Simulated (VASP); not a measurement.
Wanted: the native input for a VASP 6.6.1 run.

```
Task                   : relaxation of cell and atoms
Functional             : PBE
Potentials or basis    : VASP PAW PBE potentials, release 64 (Na_pv, H)
Cutoff                 : 600 eV
k mesh                 : 10 × 10 × 10
Occupations            : gaussian, width 0.1 eV
Spin                   : no spin polarisation
Dipole correction      : no
Further INCAR settings : ALGO = Normal; EDIFF = 1e-06; IBRION = 2; EDIFFG = -0.01; NSW = 100; ISIF = 3
```

The structure of NaH6 lies in POSCAR:

```
NaH6
1.0
    4.0335261339      0.0000000000      0.0000000000
    0.0000000000      4.0335261339      0.0000000000
    0.0000000000      0.0000000000      4.0335261339
Na H
1 6
Direct
    0.0000000000      0.0000000000      0.0000000000
    0.1008307326      0.5000000000      0.5000000000
    0.5000000000      0.1008307326      0.5000000000
    0.8991692674      0.5000000000      0.5000000000
    0.5000000000      0.8991692674      0.5000000000
    0.5000000000      0.5000000000      0.1008307326
    0.5000000000      0.5000000000      0.8991692674
```

These files were run (other wordings do the same):

INCAR

```
PREC     = Accurate       # precision mode
ENCUT    = 600            # plane-wave cutoff, eV
EDIFF    = 1E-6           # SCF threshold, eV
ISMEAR   = 0              # smearing method
SIGMA    = 0.1            # smearing width, eV
LREAL    = F              # projectors in reciprocal space
LASPH    = T              # aspherical terms in the spheres
NELM     = 100            # most SCF steps
ALGO     = Normal         # electronic algorithm
ISIF     = 3              # what is computed and relaxed
LWAVE    = F              # write WAVECAR
LCHARG   = F              # write CHGCAR
GGA      = PE             # functional
IBRION   = 2              # ionic algorithm
NSW      = 100            # ionic steps
EDIFFG   = -0.01          # ionic threshold
```

KPOINTS

```
regular mesh
0
Gamma
  10 10 10
```

Potentials or basis: VASP PAW PBE potentials, release 64 (Na_pv, H).

Run with:

```sh
$ cat potpaw_PBE.64/Na_pv/POTCAR potpaw_PBE.64/H/POTCAR > POTCAR
$ mpirun -np 1 vasp_std > vasp.out
```

Results of the run:

| Item | Value |
| --- | --- |
| Pressure after relaxing | -0.1 GPa |
| Largest force after relaxing | 0.006 eV/Å |

Caveat: the relaxation stopped at its first step, so nothing moved.

Run time: 15 s on 1 thread of AMD EPYC 9R45 96-Core Processor (Zen 5), on a shared host, peak memory 0.16 GiB.
